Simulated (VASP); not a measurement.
# ZnO (Fm-3m) in VASP: further runs, part 2 of 2

VASP 6.6.1. The steps go on from the part before.

### Step 4. Single point, r2SCAN (volume scaled by 1.06)

File POSCAR:

```
ZnO
1.0
    0.0000000000      2.1756060798      2.1756060798
    2.1756060798      0.0000000000      2.1756060798
    2.1756060798      2.1756060798      0.0000000000
Zn O
1 1
Direct
    0.0000000000      0.0000000000      0.0000000000
    0.5000000000      0.5000000000      0.5000000000
```

File INCAR.step1:

```
SYSTEM = ZnO
PREC = Accurate
ENCUT = 910
ISMEAR = 0
SIGMA = 0.02
LREAL = .FALSE.
LASPH = .TRUE.
NELM = 120
NBANDS = 16
GGA = PE
ALGO = Normal
EDIFF = 1E-5
LWAVE = .TRUE.
LCHARG = .FALSE.
GGA_COMPAT = .FALSE.
```

File INCAR.step2:

```
SYSTEM = ZnO
PREC = Accurate
ENCUT = 910
EDIFF = 1E-6
ISMEAR = 0
SIGMA = 0.02
LREAL = .FALSE.
LASPH = .TRUE.
NELM = 120
ALGO = Normal
ISIF = 2
LWAVE = .FALSE.
LCHARG = .FALSE.
METAGGA = R2SCAN
LMIXTAU = .TRUE.
NBANDS = 16
ISTART = 1
GGA_COMPAT = .FALSE.
```

File KPOINTS:

```
Automatic mesh
0
G
  12 12 12
  0 0 0
```

Potentials or basis: VASP PAW PBE potentials, release 64 (Zn, O_h).

Run with:

```bash
cat potpaw_PBE.64/Zn/POTCAR potpaw_PBE.64/O_h/POTCAR > POTCAR
cp INCAR.step1 INCAR
mpirun -np 1 vasp_std > vasp.out
cp INCAR.step2 INCAR
mpirun -np 1 vasp_std > vasp.out
```

OUTCAR:

```text
SYSTEM = ZnO
   PREC = Accurate
   ENCUT = 910
   EDIFF = 1E-6
   ISMEAR = 0
   LREAL = .FALSE.
   LASPH = .TRUE.
   NELM = 120
   ISIF = 2
   METAGGA = R2SCAN
   ISTART = 1

 ion  position               nearest neighbor table
   1  0.000  0.000  0.000-   2 2.18   2 2.18   2 2.18   2 2.18   2 2.18   2 2.18
   2  0.500  0.500  0.500-   1 2.18   1 2.18   1 2.18   1 2.18   1 2.18   1 2.18

  LATTYP: Found a face centered cubic cell.
 ALAT       =     4.3512121596

  Lattice vectors:

 A1 = (   0.0000000000,   2.1756060798,   2.1756060798)
 A2 = (   2.1756060798,   0.0000000000,   2.1756060798)
 A3 = (   2.1756060798,   2.1756060798,   0.0000000000)
[... 626 lines left out ...]
      6      -2.2497      2.00000
[... 8 lines left out ...]
     15      25.6893      0.00000
     16      26.4878      0.00000

 [... further k-points ...]
[... 5 lines left out ...]
  --------------------------------------------------------------------------------------
  -------------------------------------------------------------------------------------
  Total       -1.1580055     -1.1580055     -1.1580055     -0.0000000      0.0000000     -0.0000000
  in kB      -90.0845686    -90.0845686    -90.0845686     -0.0000000      0.0000000     -0.0000000
  external PRESSURE =     -90.0845686 kB  Pullay stress =       0.0000000 kB

 VOLUME and BASIS-vectors are now :
 -----------------------------------------------------------------------------
  energy-cutoff  :      910.00
  volume of cell :       20.60
      direct lattice vectors                 reciprocal lattice vectors
     0.000000000  2.175606080  2.175606080    -0.229821016  0.229821016  0.229821016
     2.175606080  0.000000000  2.175606080     0.229821016 -0.229821016  0.229821016
     2.175606080  2.175606080  0.000000000     0.229821016  0.229821016 -0.229821016

 POSITION                                       TOTAL-FORCE (eV/Angst)
 -----------------------------------------------------------------------------------
      0.00000      0.00000      0.00000         0.000000      0.000000     -0.000000
      2.17561      2.17561      2.17561         0.000000     -0.000000      0.000000
 -----------------------------------------------------------------------------------
    total drift:                                0.000000      0.000000      0.000000

  FREE ENERGIE OF THE ION-ELECTRON SYSTEM (eV)
  ---------------------------------------------------
  free  energy   TOTEN  =       -17.9320520016 eV

  energy  without entropy=      -17.9320520016  energy(sigma->0) =      -17.93205200
```

OSZICAR.step1:

```text
N       E                     dE             d eps       ncg     rms          rms(c)
DAV:   1     0.135749345197E+03    0.13575E+03   -0.13281E+04  2368   0.248E+03
DAV:   2     0.158201427311E+01   -0.13417E+03   -0.12024E+03  2632   0.403E+02
DAV:   3    -0.100120019684E+02   -0.11594E+02   -0.11447E+02  2608   0.102E+02
DAV:   4    -0.101283441311E+02   -0.11634E+00   -0.11626E+00  2904   0.108E+01
DAV:   5    -0.101287188714E+02   -0.37474E-03   -0.37474E-03  2608   0.636E-01    0.899E+00
DAV:   6    -0.867549564263E+01    0.14532E+01   -0.29286E+00  3648   0.512E+01    0.594E+00
DAV:   7    -0.865441963359E+01    0.21076E-01   -0.43630E-01  2768   0.115E+01    0.325E+00
DAV:   8    -0.864030356841E+01    0.14116E-01   -0.86883E-02  2448   0.305E+00    0.508E-01
DAV:   9    -0.863827584772E+01    0.20277E-02   -0.50329E-03  3688   0.108E+00    0.117E-01
DAV:  10    -0.863837355671E+01   -0.97709E-04   -0.12691E-03  2448   0.326E-01    0.671E-02
DAV:  11    -0.863838487412E+01   -0.11317E-04   -0.47117E-05  2776   0.106E-01    0.145E-02
DAV:  12    -0.863838411805E+01    0.75607E-06   -0.37149E-06  1304   0.290E-02
   1 F= -.86383841E+01 E0= -.86383841E+01  d E =-.422295E-25
```

Run time: 96 s. Hardware: 1 thread of Intel Xeon 6975P-C (Granite Rapids), shared host; peak memory 0.2 GiB.

Results:

| Property | Result |
| --- | --- |
| Free energy | -17.9321 eV |
| Pressure | -9.0 GPa |
| Band gap on the k mesh | 1.27 eV, indirect (least direct gap 2.49 eV) |

Levels at points of the mesh, in eV from the valence-band top:
```tsv
k point	band 7	band 8	band 9	band 10	band 11	band 12
(0.00, 0.00, 0.00)	-1.21	-1.21	-1.21	1.27	18.49	18.49
(0.50, 0.00, 0.00)	-3.60	0.00	0.00	6.09	9.52	13.47
(0.50, 0.50, 0.00)	-4.14	-2.57	-2.57	4.76	11.32	11.84
```

Caveat: the cutoff is under 1.25 times the usual one of these potentials, so pressure, stress and relaxed cells hold a basis-set (Pulay) error; the PAW data sets were made with another functional, which shifts forces and pressure a little.

### Step 5. Single point, r2SCAN (volume scaled by 1.03)

File POSCAR:

```
ZnO
1.0
    0.0000000000      2.1548847628      2.1548847628
    2.1548847628      0.0000000000      2.1548847628
    2.1548847628      2.1548847628      0.0000000000
Zn O
1 1
Direct
    0.0000000000      0.0000000000      0.0000000000
    0.5000000000      0.5000000000      0.5000000000
```

File INCAR.step1:

```
PREC = Accurate
ENCUT = 910
ISMEAR = 0
SIGMA = 0.02
LREAL = False
LASPH = True
NELM = 120
NBANDS = 16
GGA = PE
ALGO = Normal
EDIFF = 1E-5
LWAVE = True
LCHARG = False
GGA_COMPAT = False
```

File INCAR.step2:

```
PREC = Accurate
ENCUT = 910
EDIFF = 1E-6
ISMEAR = 0
SIGMA = 0.02
LREAL = False
LASPH = True
NELM = 120
ALGO = Normal
ISIF = 2
LWAVE = False
LCHARG = False
METAGGA = R2SCAN
LMIXTAU = True
NBANDS = 16
ISTART = 1
GGA_COMPAT = False
```

File KPOINTS:

```
regular mesh
0
Gamma
  12 12 12
```

Potentials or basis: VASP PAW PBE potentials, release 64 (Zn, O_h).

Run with:

```bash
cat potpaw_PBE.64/Zn/POTCAR potpaw_PBE.64/O_h/POTCAR > POTCAR
cp INCAR.step1 INCAR
mpirun -np 1 vasp_std > vasp.out
cp INCAR.step2 INCAR
mpirun -np 1 vasp_std > vasp.out
```

OUTCAR:

```text
PREC = Accurate
   ENCUT = 910
   EDIFF = 1E-6
   ISMEAR = 0
   LREAL = False
   LASPH = True
   NELM = 120
   ISIF = 2
   METAGGA = R2SCAN
   ISTART = 1

 ion  position               nearest neighbor table
   1  0.000  0.000  0.000-   2 2.15   2 2.15   2 2.15   2 2.15   2 2.15   2 2.15
   2  0.500  0.500  0.500-   1 2.15   1 2.15   1 2.15   1 2.15   1 2.15   1 2.15

  LATTYP: Found a face centered cubic cell.
 ALAT       =     4.3097695256

  Lattice vectors:

 A1 = (   0.0000000000,   2.1548847628,   2.1548847628)
 A2 = (   2.1548847628,   0.0000000000,   2.1548847628)
 A3 = (   2.1548847628,   2.1548847628,   0.0000000000)

Analysis of symmetry for initial positions (statically):
=====================================================================
 Subroutine PRICEL returns:
 Original cell was already a primitive cell.

 Routine SETGRP: Setting up the symmetry group for a
 face centered cubic supercell.

 Subroutine GETGRP returns: Found 48 space group operations
 (whereof 48 operations were pure point group operations)
 out of a pool of 48 trial point group operations.

[... 157 lines left out ...]
  ext. energy  EPLUGINS =         0.00000000
  ---------------------------------------------------
  free energy    TOTEN  =       -17.95615386 eV

  energy without entropy =      -17.95615386  energy(sigma->0) =      -17.95615386

 E-fermi :   2.6858     XC(G=0): -12.9449

 val. band max:        2.5299120214   @ k =   0.5000   0.0000   0.0000
 cond. band min:       3.9368667489   @ k =   0.0000   0.0000   0.0000
 fundamental gap:      1.4069547275
 Fermi energy:         2.6858224063

 k-point     1 :       0.0000    0.0000    0.0000
  band No.  band energies     occupation
      1     -16.8044      2.00000
      2      -2.3378      2.00000
      3      -2.3378      2.00000
      4      -2.3378      2.00000
      5      -2.1600      2.00000
      6      -2.1600      2.00000
[... 433 lines left out ...]
      3      -3.1907      2.00000
      4      -3.1767      2.00000
      5      -1.9633      2.00000
      6      -1.9632      2.00000
[... 8 lines left out ...]
     15      26.3539      0.00000
     16      27.0798      0.00000

 [... further k-points ...]
[... 5 lines left out ...]
  --------------------------------------------------------------------------------------
  -------------------------------------------------------------------------------------
  Total       -0.5445433     -0.5445433     -0.5445433     -0.0000000     -0.0000000      0.0000000
  in kB      -43.5954189    -43.5954189    -43.5954189     -0.0000000     -0.0000000      0.0000000
  external PRESSURE =     -43.5954189 kB  Pullay stress =       0.0000000 kB

 VOLUME and BASIS-vectors are now :
 -----------------------------------------------------------------------------
  energy-cutoff  :      910.00
  volume of cell :       20.01
      direct lattice vectors                 reciprocal lattice vectors
     0.000000000  2.154884763  2.154884763    -0.232030969  0.232030969  0.232030969
     2.154884763  0.000000000  2.154884763     0.232030969 -0.232030969  0.232030969
     2.154884763  2.154884763  0.000000000     0.232030969  0.232030969 -0.232030969

 POSITION                                       TOTAL-FORCE (eV/Angst)
 -----------------------------------------------------------------------------------
      0.00000      0.00000      0.00000         0.000000     -0.000000      0.000000
      2.15488      2.15488      2.15488         0.000000      0.000000     -0.000000
 -----------------------------------------------------------------------------------
    total drift:                                0.000000      0.000000      0.000000

  FREE ENERGIE OF THE ION-ELECTRON SYSTEM (eV)
  ---------------------------------------------------
  free  energy   TOTEN  =       -17.9561538649 eV

  energy  without entropy=      -17.9561538649  energy(sigma->0) =      -17.95615386
```

OUTCAR.step1:

```text
PREC = Accurate
   ENCUT = 910
   ISMEAR = 0
   LREAL = False
   LASPH = True
[... 678 lines left out ...]
      0.00000      0.00000      0.00000         0.000000      0.000000      0.000000
      2.15488      2.15488      2.15488         0.000000      0.000000      0.000000
 -----------------------------------------------------------------------------------
    total drift:                                0.000000      0.000000      0.000000

  FREE ENERGIE OF THE ION-ELECTRON SYSTEM (eV)
  ---------------------------------------------------
  free  energy   TOTEN  =        -8.6346446145 eV

  energy  without entropy=       -8.6346446145  energy(sigma->0) =       -8.63464461
```

Run time: 2.6 min. Hardware: 1 thread of AMD EPYC 7R13 (Zen 3), shared host; peak memory 0.18 GiB.

What came out:

* Free energy: -17.9562 eV
* Pressure: -4.4 GPa
* Band gap on the k mesh: 1.41 eV, indirect (least direct gap 2.73 eV)

Caveat: the cutoff is under 1.25 times the usual one of these potentials, so pressure, stress and relaxed cells hold a basis-set (Pulay) error; the PAW data sets were made with another functional, which shifts forces and pressure a little. A k mesh can miss the band edges.

### Step 6. The runs side by side

| cell | gap on the mesh (eV) | pressure (GPa) |
| --- | --- | --- |
| a = 3.018 Å, angles 60.0°, 2 atoms | 1.55 | 1.1 |
| a = 2.956 Å, angles 60.0°, 2 atoms | 1.87 | 15.8 |
| a = 3.077 Å, angles 60.0°, 2 atoms | 1.27 | -9.0 |
| a = 3.047 Å, angles 60.0°, 2 atoms | 1.41 | -4.4 |

Alike in all rows: task single point; level r2SCAN; potentials or basis VASP PAW PBE potentials, release 64 (Zn, O_h); no spin polarisation; k mesh 12 × 12 × 12; cutoff (eV) 910; smearing gaussian 0.02 eV.

Caveats: the cutoff is under 1.25 times the usual one of these potentials, so pressure, stress and relaxed cells hold a basis-set (Pulay) error; the PAW data sets were made with another functional, which shifts forces and pressure a little.

Total energies depend on the potentials used, so only differences within one code and one set of settings carry meaning.
